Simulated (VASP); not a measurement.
# Al in VASP: further runs

Runs on Al. Level: r2SCAN. Tasks: electric field gradients.

Everything below comes from runs of VASP 6.6.1. Logs are shortened: lines on timing, memory, paths and dates and some standing lists are left out, and cuts for length are marked.

### 1 The cell of the first run

The structure is tetragonal, space group I4/mmm (No. 139). The conventional cell has a = 3.121 Å, b = 3.121 Å, c = 3.310 Å, α = 90.00°, β = 90.00°, γ = 90.00°. Al (site symmetry 4/mmm) has 14 Al at 2.76 to 3.31 Å within 3.6 Å.

### 2 Electric field gradients, r2SCAN (z stretched by +4 % at fixed volume)

POSCAR reads:

```
Al
1.0
   -1.5603182982      1.5603182982      1.6548674376
    1.5603182982     -1.5603182982      1.6548674376
    1.5603182982      1.5603182982     -1.6548674376
Al
1
Direct
    0.0000000000      0.0000000000      0.0000000000
```

INCAR.step1 reads:

```
ALGO = Normal
EDIFF = 1E-4
ENCUT = 520
GGA = PE
ISMEAR = -1
LASPH = T
LCHARG = F
LREAL = F
LWAVE = T
NBANDS = 8
NELM = 60
PREC = Accurate
SIGMA = 0.08
```

INCAR.step2 reads:

```
ALGO = Normal
EDIFF = 1E-8
ENCUT = 520
ISIF = 2
ISMEAR = -1
ISTART = 1
LASPH = T
LCHARG = F
LEFG = T
LMIXTAU = T
LREAL = F
LWAVE = F
METAGGA = R2SCAN
NBANDS = 8
NELM = 60
PREC = Accurate
SIGMA = 0.08
```

KPOINTS reads:

```
k-points
0
Gamma
  18 18 18
```

Potentials or basis: VASP PAW PBE potentials, release 64 (Al).

The run is started by

```console
> cat potpaw_PBE.64/Al/POTCAR > POTCAR
> cp INCAR.step1 INCAR
> mpirun -np 1 vasp_std > vasp.out
> cp INCAR.step2 INCAR
> mpirun -np 1 vasp_std > vasp.out
```

OUTCAR:

```text
EDIFF = 1E-8
   ENCUT = 520
   ISIF = 2
   ISMEAR = -1
   ISTART = 1
   LASPH = T
   LREAL = F
   METAGGA = R2SCAN
   NELM = 60
   PREC = Accurate

 ion  position               nearest neighbor table
   1  0.000  0.000  0.000-

  LATTYP: Found a body centered tetragonal cell.
 ALAT       =     3.1206365964
 C/A-ratio  =     1.0605960588

  Lattice vectors:

 A1 = (  -1.5603182982,   1.5603182982,   1.6548674376)
 A2 = (   1.5603182982,  -1.5603182982,   1.6548674376)
 A3 = (   1.5603182982,   1.5603182982,  -1.6548674376)

Analysis of symmetry for initial positions (statically):
=====================================================================
 Subroutine PRICEL returns:
 Original cell was already a primitive cell.

 Routine SETGRP: Setting up the symmetry group for a
 body centered tetragonal supercell.

 Subroutine GETGRP returns: Found 16 space group operations
 (whereof 16 operations were pure point group operations)
 out of a pool of 16 trial point group operations.

The static configuration has the point symmetry D_4h.

Analysis of symmetry for dynamics (positions and initial velocities):
=====================================================================
 Subroutine PRICEL returns:
 Original cell was already a primitive cell.

 Routine SETGRP: Setting up the symmetry group for a
 body centered tetragonal supercell.

 Subroutine GETGRP returns: Found 16 space group operations
 (whereof 16 operations were pure point group operations)
 out of a pool of 16 trial point group operations.

The dynamic configuration has the point symmetry D_4h.

 Subroutine INISYM returns: Found 16 space group operations
 (whereof 16 operations are pure point group operations),
 and found     1 'primitive' translations

----------------------------------------------------------------------------------------

                                     Primitive cell

  volume of cell :      16.1157

  direct lattice vectors                    reciprocal lattice vectors
    -1.560318298  1.560318298  1.654867438     0.000000000  0.320447437  0.302139004
     1.560318298 -1.560318298  1.654867438     0.320447437  0.000000000  0.302139004
[... 121 lines left out ...]
 number of electron       3.0000000 magnetization

 Free energy of the ion-electron system (eV)
  ---------------------------------------------------
  ext. energy  EPLUGINS =         0.00000000
  ---------------------------------------------------
  free energy    TOTEN  =        -6.63374493 eV

  energy without entropy =       -6.62519592  energy(sigma->0) =       -6.62947043

 E-fermi :   8.2889     XC(G=0): -11.0089

 val. band max:        8.2765390807   @ k =  -0.3333  -0.3889   0.1111
 cond. band min:       8.3017457220   @ k =  -0.4444   0.4444   0.2778
 fundamental gap:      0.0252066413
 Fermi energy:         8.2888849375

 k-point     1 :       0.0000    0.0000    0.0000
  band No.  band energies     occupation
      1      -3.7485      2.00000
      2      22.0305      0.00000
      3      22.0305      0.00000
      4      23.4811      0.00000
      5      24.1705      0.00000
      6      24.6158      0.00000
      7      24.6158      0.00000
      8      24.8489      0.00000
[... 243 lines left out ...]
 k-point    24 :      -0.2222    0.0556    0.0000
  band No.  band energies     occupation
      1      -2.5059      2.00000
      2      14.9552      0.00000
      3      19.0412      0.00000
      4      19.5087      0.00000
      5      22.7954      0.00000
      6      23.1698      0.00000
      7      25.2616      0.00000
      8      27.3744      0.00000

 [... further k-points ...]

------------------------ aborting loop because EDIFF is reached ----------------------------------------

  FORCE on cell =-STRESS in cart. coord.  units (eV):
  Direction    XX          YY          ZZ          XY          YZ          ZX
  --------------------------------------------------------------------------------------
  -------------------------------------------------------------------------------------
  Total       -0.0646735     -0.0646735      0.1664126      0.0000000     -0.0000000      0.0000000
  in kB       -6.4296473     -6.4296473     16.5442556      0.0000000     -0.0000000      0.0000000
  external PRESSURE =       1.2283203 kB  Pullay stress =       0.0000000 kB

 VOLUME and BASIS-vectors are now :
 -----------------------------------------------------------------------------
  energy-cutoff  :      520.00
  volume of cell :       16.12
      direct lattice vectors                 reciprocal lattice vectors
    -1.560318298  1.560318298  1.654867438     0.000000000  0.320447437  0.302139004
     1.560318298 -1.560318298  1.654867438     0.320447437  0.000000000  0.302139004
     1.560318298  1.560318298 -1.654867438     0.320447437  0.320447437  0.000000000

 POSITION                                       TOTAL-FORCE (eV/Angst)
 -----------------------------------------------------------------------------------
      0.00000      0.00000      0.00000        -0.000000     -0.000000      0.000000
 -----------------------------------------------------------------------------------
    total drift:                               -0.000000     -0.000000     -0.000000

  FREE ENERGIE OF THE ION-ELECTRON SYSTEM (eV)
  ---------------------------------------------------
  free  energy   TOTEN  =        -6.6337449311 eV

  energy  without entropy=       -6.6251959227  energy(sigma->0) =       -6.62947043

 Electric field gradients (V/A^2)
---------------------------------------------------------------------
 ion       V_xx      V_yy      V_zz      V_xy      V_xz      V_yz
---------------------------------------------------------------------
   1       0.010     0.010    -0.019     0.000     0.000     0.000
---------------------------------------------------------------------

 Electric field gradients after diagonalization (V/A^2)
 (convention: |V_zz| > |V_xx| > |V_yy|)
----------------------------------------------------------------------
 ion       V_xx      V_yy      V_zz     asymmetry (V_yy - V_xx)/ V_zz
----------------------------------------------------------------------
   1       0.010     0.010    -0.019       0.001
----------------------------------------------------------------------

           NMR quadrupolar parameters

 Cq : quadrupolar parameter    Cq=e*Q*V_zz/h
 eta: asymmetry parameters     (V_yy - V_xx)/ V_zz
 Q  : nuclear electric quadrupole moment in mb (millibarn)
----------------------------------------------------------------------
 ion       Cq(MHz)       eta       Q (mb)
----------------------------------------------------------------------
   1      -0.000       0.001       1.000
----------------------------------------------------------------------
```

OSZICAR.step1:

```text
N       E                     dE             d eps       ncg     rms          rms(c)
DAV:   1    -0.229526574079E+01   -0.22953E+01   -0.87023E+02  7704   0.205E+02
DAV:   2    -0.366862399520E+01   -0.13734E+01   -0.13289E+01 10624   0.187E+01
DAV:   3    -0.367553337818E+01   -0.69094E-02   -0.68997E-02  9496   0.145E+00
DAV:   4    -0.367555236758E+01   -0.18989E-04   -0.18988E-04 11392   0.692E-02
DAV:   5    -0.367555243115E+01   -0.63561E-07   -0.64272E-07  9664   0.268E-03    0.129E+00
DAV:   6    -0.366090059318E+01    0.14652E-01   -0.18686E-03  8584   0.196E-01    0.744E-01
DAV:   7    -0.365069341240E+01    0.10207E-01   -0.55712E-03  8680   0.317E-01    0.144E-01
DAV:   8    -0.365068729787E+01    0.61145E-05   -0.19814E-05  9816   0.307E-02
   1 F= -.36506873E+01 E0= -.36460947E+01  d E =-.918511E-02
```

Run time: 2.1 min. Hardware: 1 thread of Intel Xeon Platinum 8375C at 2.90GHz (Ice Lake), shared host; peak memory 0.17 GiB.

Results:

```
Free energy                             : -6.6337 eV
Pressure                                : 0.1 GPa
Band gap on the k mesh                  : zero (an odd number of electrons rules out a gap without spin polarisation)
Largest electric field gradient by atom : under 0.05 V/Å² on every atom
```

Caveat: the PAW data sets were made with another functional, which shifts forces and pressure a little.

### 3 Electric field gradients, r2SCAN (xy shear strain of +4 %)

POSCAR reads:

```
Al
1.0
   -1.5593943162      1.5593943162      1.5912186900
    1.5593943162     -1.5593943162      1.5912186900
    1.6230430638      1.6230430638     -1.5912186900
Al
1
Direct
    0.0000000000      0.0000000000      0.0000000000
```

INCAR.step1 reads:

```
PREC = Accurate
ENCUT = 520
ISMEAR = -1
SIGMA = 0.08
LREAL = False
LASPH = True
NELM = 60
NBANDS = 8
GGA = PE
ALGO = Normal
EDIFF = 1E-4
LWAVE = True
LCHARG = False
```

INCAR.step2 reads:

```
PREC = Accurate
ENCUT = 520
EDIFF = 1E-8
ISMEAR = -1
SIGMA = 0.08
LREAL = False
LASPH = True
NELM = 60
ALGO = Normal
ISIF = 2
LWAVE = False
LCHARG = False
METAGGA = R2SCAN
LMIXTAU = True
LEFG = True
NBANDS = 8
ISTART = 1
```

KPOINTS reads:

```
Automatic mesh
0
Gamma
  18 18 18
```

Potentials or basis: VASP PAW PBE potentials, release 64 (Al).

The run is started by

```console
> cat potpaw_PBE.64/Al/POTCAR > POTCAR
> cp INCAR.step1 INCAR
> mpirun -np 1 vasp_std > vasp.out
> cp INCAR.step2 INCAR
> mpirun -np 1 vasp_std > vasp.out
```

OUTCAR:

```text
PREC = Accurate
   ENCUT = 520
   EDIFF = 1E-8
   ISMEAR = -1
   LREAL = False
   LASPH = True
   NELM = 60
   ISIF = 2
   METAGGA = R2SCAN
   ISTART = 1

 ion  position               nearest neighbor table
   1  0.000  0.000  0.000-

  LATTYP: Found a face centered orthorhombic cell.
 ALAT       =     3.1824373800
 B/A-ratio  =     1.3859292911
 C/A-ratio  =     1.4424978336

  Lattice vectors:

 A1 = (   3.1824373800,   0.0636487476,   0.0000000000)
 A2 = (   1.6230430638,   1.6230430638,   1.5912186900)
 A3 = (   1.5593943162,  -1.5593943162,   1.5912186900)

Analysis of symmetry for initial positions (statically):
=====================================================================
 Subroutine PRICEL returns:
 Original cell was already a primitive cell.

 Routine SETGRP: Setting up the symmetry group for a
 face centered orthorhombic supercell.

 Subroutine GETGRP returns: Found  8 space group operations
 (whereof  8 operations were pure point group operations)
 out of a pool of  8 trial point group operations.

The static configuration has the point symmetry D_2h.

Analysis of symmetry for dynamics (positions and initial velocities):
=====================================================================
 Subroutine PRICEL returns:
 Original cell was already a primitive cell.

 Routine SETGRP: Setting up the symmetry group for a
 face centered orthorhombic supercell.

 Subroutine GETGRP returns: Found  8 space group operations
 (whereof  8 operations were pure point group operations)
 out of a pool of  8 trial point group operations.

The dynamic configuration has the point symmetry D_2h.

 Subroutine INISYM returns: Found  8 space group operations
 (whereof  8 operations are pure point group operations),
 and found     1 'primitive' translations

----------------------------------------------------------------------------------------

                                     Primitive cell

  volume of cell :      16.1093

  direct lattice vectors                    reciprocal lattice vectors
    -1.559394316  1.559394316  1.591218690    -0.006287006  0.314350305  0.314224565
     1.559394316 -1.559394316  1.591218690     0.314350305 -0.006287006  0.314224565
     1.623043064  1.623043064 -1.591218690     0.308063299  0.308063299  0.000000000

  length of vectors
     2.719448140  2.719448140  2.792940116     0.444514024  0.444514024  0.435667295

  position of ions in fractional coordinates (direct lattice)
     0.000000000  0.000000000  0.000000000

  ion indices of the primitive-cell ions
   primitive index   ion index
                 1           1

----------------------------------------------------------------------------------------

 KPOINTS: Automatic mesh

Automatic generation of k-mesh.
 Grid dimensions read from file:
 generate k-points for:   18   18   18

[... 67 lines left out ...]
   IBRION =     -1    ionic relax: 0-MD 1-quasi-New 2-CG
   NFREE  =      0    steps in history (QN), initial steepest desc. (CG)
   ISIF   =      2    stress and relaxation
   ISYM   =      2    0-nonsym 1-usesym 2-fastsym
   POTIM  = 0.5000    time-step for ionic-motion
   TEBEG  =    0.0;   TEEND  =   0.0 temperature during run
   PSTRESS=    0.0 pullay stress
   NELECT =       3.0000    total number of electrons
   NUPDOWN=      -1.0000    fix difference up-down
   EMIN   =  10.00;   EMAX   =-10.00  energy-range for DOS
   EFERMI =   0.00;   METHOD = LEGACY
   ISMEAR =    -1;   SIGMA  =   0.08  broadening in eV -4-tet -1-fermi 0-gaus
   EFERMI_NEDOS =   21; number of points for ismear=-14 and -15
   IALGO  =     38    algorithm
   IMIX   =      4    mixing-type and parameters
     AMIX     =   0.40;   BMIX     =  1.00
     AMIX_MAG =   1.60;   BMIX_MAG =  1.00
  volume/ion in A,a.u.               =      16.11       108.71
  Fermi-wavevector in a.u.,A,eV,Ry     =   0.934882  1.766670 11.891542  0.874004
  Thomas-Fermi vector in A             =   2.061732
   LORBIT       =      0    0 simple, 1 ext, 2 COOP (PROOUT), +10 PAW based schemes
   METAGGA = R2SCAN    functional components
   LHFCALC =     F    Hartree Fock is set to
   AEXX    =    0.0000 exact exchange contribution
   IVDW    =     0    specifies the selected vdW correction
   LEPSILON=     F    determine dielectric tensor
   LRPA    =     F    only Hartree local field effects (RPA)
 non-spin polarized calculation
  energy-cutoff  :      520.00
  volume of cell :       16.11
 maximum number of plane-waves:       446
   NGX = 11   NGY = 11   NGZ = 11

 number of electron       3.0000000 magnetization

 Free energy of the ion-electron system (eV)
  ---------------------------------------------------
  ext. energy  EPLUGINS =         0.00000000
  ---------------------------------------------------
  free energy    TOTEN  =        -6.62435530 eV

  energy without entropy =       -6.61655073  energy(sigma->0) =       -6.62045301

 E-fermi :   8.2939     XC(G=0): -11.0106

 val. band max:        8.2894267433   @ k =  -0.3333  -0.3889   0.1111
 cond. band min:       8.2961591661   @ k =  -0.3333   0.3889   0.4444
 fundamental gap:      0.0067324228
 Fermi energy:         8.2939437157

 k-point     1 :       0.0000    0.0000    0.0000
  band No.  band energies     occupation
      1      -3.7474      2.00000
      2      22.1700      0.00000
      3      22.2458      0.00000
      4      22.7834      0.00000
      5      23.8942      0.00000
      6      24.5848      0.00000
      7      25.0053      0.00000
      8      25.7520      0.00000
[... 243 lines left out ...]
 k-point    24 :      -0.2222    0.0556    0.0000
  band No.  band energies     occupation
      1      -2.4888      2.00000
      2      15.3346      0.00000
      3      18.7455      0.00000
      4      19.4748      0.00000
      5      21.6769      0.00000
      6      23.6714      0.00000
      7      25.6140      0.00000
      8      27.6609      0.00000

 [... further k-points ...]

------------------------ aborting loop because EDIFF is reached ----------------------------------------

  FORCE on cell =-STRESS in cart. coord.  units (eV):
  Direction    XX          YY          ZZ          XY          YZ          ZX
  --------------------------------------------------------------------------------------
  -------------------------------------------------------------------------------------
  Total        0.0423586      0.0423586      0.0101543     -0.2626095      0.0000000      0.0000000
  in kB        4.2128573      4.2128573      1.0099143    -26.1183131      0.0000000      0.0000000
  external PRESSURE =       3.1452096 kB  Pullay stress =       0.0000000 kB

 VOLUME and BASIS-vectors are now :
 -----------------------------------------------------------------------------
  energy-cutoff  :      520.00
  volume of cell :       16.11
      direct lattice vectors                 reciprocal lattice vectors
    -1.559394316  1.559394316  1.591218690    -0.006287006  0.314350305  0.314224565
     1.559394316 -1.559394316  1.591218690     0.314350305 -0.006287006  0.314224565
     1.623043064  1.623043064 -1.591218690     0.308063299  0.308063299  0.000000000

 POSITION                                       TOTAL-FORCE (eV/Angst)
 -----------------------------------------------------------------------------------
      0.00000      0.00000      0.00000        -0.000000      0.000000      0.000000
 -----------------------------------------------------------------------------------
    total drift:                                0.000000     -0.000000     -0.000000

  FREE ENERGIE OF THE ION-ELECTRON SYSTEM (eV)
  ---------------------------------------------------
  free  energy   TOTEN  =        -6.6243552993 eV

  energy  without entropy=       -6.6165507259  energy(sigma->0) =       -6.62045301

 Electric field gradients (V/A^2)
---------------------------------------------------------------------
 ion       V_xx      V_yy      V_zz      V_xy      V_xz      V_yz
---------------------------------------------------------------------
   1      -0.027    -0.027     0.054     4.328    -0.000    -0.000
---------------------------------------------------------------------

 Electric field gradients after diagonalization (V/A^2)
 (convention: |V_zz| > |V_xx| > |V_yy|)
----------------------------------------------------------------------
 ion       V_xx      V_yy      V_zz     asymmetry (V_yy - V_xx)/ V_zz
----------------------------------------------------------------------
   1       4.301     0.054    -4.355       0.975
----------------------------------------------------------------------

           NMR quadrupolar parameters

 Cq : quadrupolar parameter    Cq=e*Q*V_zz/h
 eta: asymmetry parameters     (V_yy - V_xx)/ V_zz
 Q  : nuclear electric quadrupole moment in mb (millibarn)
----------------------------------------------------------------------
 ion       Cq(MHz)       eta       Q (mb)
----------------------------------------------------------------------
   1      -0.011       0.975       1.000
----------------------------------------------------------------------
```

OSZICAR.step1:

```text
N       E                     dE             d eps       ncg     rms          rms(c)
DAV:   1    -0.227250414147E+01   -0.22725E+01   -0.87363E+02 13904   0.206E+02
DAV:   2    -0.365980255138E+01   -0.13873E+01   -0.13305E+01 19416   0.188E+01
DAV:   3    -0.366654935040E+01   -0.67468E-02   -0.67441E-02 16904   0.145E+00
DAV:   4    -0.366656674830E+01   -0.17398E-04   -0.17397E-04 20488   0.660E-02
DAV:   5    -0.366656681093E+01   -0.62634E-07   -0.62015E-07 17096   0.260E-03    0.129E+00
DAV:   6    -0.365177604191E+01    0.14791E-01   -0.18638E-03 15544   0.195E-01    0.745E-01
DAV:   7    -0.364148209170E+01    0.10294E-01   -0.55681E-03 15312   0.317E-01    0.144E-01
DAV:   8    -0.364147561595E+01    0.64757E-05   -0.21111E-05 17728   0.313E-02
   1 F= -.36414756E+01 E0= -.36372444E+01  d E =-.846234E-02
```

It took 4.1 min on 1 thread of Intel Xeon Platinum 8375C at 2.90GHz (Ice Lake), shared host; peak memory 0.2 GiB.

What came out:

- Free energy: -6.6244 eV
- Pressure: 0.3 GPa
- Band gap on the k mesh: zero (an odd number of electrons rules out a gap without spin polarisation)
- Largest electric field gradient by atom: Al -4.4 V/Å²

Stress tensor (GPa, compression positive):
```
 0.42 -2.61  0.00
-2.61  0.42  0.00
 0.00  0.00  0.10
```

Levels at points of the mesh, in eV from the Fermi level:
| k point | band 1 | band 2 | band 3 | band 4 |
| --- | --- | --- | --- | --- |
| (0.00, 0.00, 0.00) | -12.04 | 13.88 | 13.95 | 14.49 |
| (0.50, 0.00, 0.00) | -4.82 | -4.04 | 8.66 | 8.83 |
| (0.50, 0.50, 0.00) | -4.61 | -3.64 | 8.59 | 8.62 |
| (0.00, 0.00, 0.50) | -5.01 | -4.44 | 8.83 | 9.43 |
| (0.50, 0.50, 0.50) | 1.85 | 2.03 | 2.26 | 2.92 |

Electric field gradients, principal values (V/Å²):
| atom | least | middle | greatest (by size) |
| --- | --- | --- | --- |
| 1 Al | 0.054 | 4.301 | -4.355 |

Caveat: the cell differs from its parent crystal (xy shear strain of +4 %); without QUAD_EFG the Cq values of the log hold for a quadrupole moment of 1 mb, not for the nuclei; the PAW data sets were made with another functional, which shifts forces and pressure a little.

(Continued in part 2 of 2.)

The gap in the log of VASP goes by the Fermi energy; the results here count the filled bands.